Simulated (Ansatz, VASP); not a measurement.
## Na2Pt: VASP beside Ansatz

```
CELL_PARAMETERS angstrom
5.35947 0.00000 0.00000
-2.67974 4.64144 0.00000
0.00000 0.00000 6.69934
ATOMIC_POSITIONS crystal
Pt 0.33333 0.66667 0.25000
Pt 0.66667 0.33333 0.75000
Na 0.00000 0.00000 0.00000
Na 0.00000 0.00000 0.50000
Na 0.33333 0.66667 0.75000
Na 0.66667 0.33333 0.25000
```

Alike in both runs: task relaxation of cell and atoms; functional LDA; k mesh 7 × 7 × 5; occupations fermi-dirac, width 0.05 eV; no spin polarisation.

|  | VASP | Ansatz |
| --- | --- | --- |
| version | VASP 6.6.1 | Ansatz 0.2.0 |
| potentials or method | VASP PAW LDA potentials, release 64 (Pt, Na_pv) | PAW with Ansatz's default frozen-core files, scalar-relativistic |
| plane-wave cutoff (eV) | 600 | 420 |
| valence electrons in the cell | 48 | 72 |

Ansatz gave:

* relaxed volume (Å³/atom): 19.18
* relaxed length of the cell vector where the two differ most in proportion (Å): 4.771

Q: Estimate VASP's values.

A: Relaxed volume (Å³/atom): 19.24; relaxed length of the cell vector where the two differ most in proportion (Å): 4.776.

LDA's correlation is that of Perdew and Zunger in VASP and of Perdew and Wang (1992) in Ansatz. VASP's potentials hold 48 valence electrons a cell and Ansatz's 72, so a difference there can come from the potentials and not from the codes.

Neither program's run includes spin-orbit coupling. Noted on VASP's run: the volume moved by over 15 % at a fixed basis, so the end points are rough.
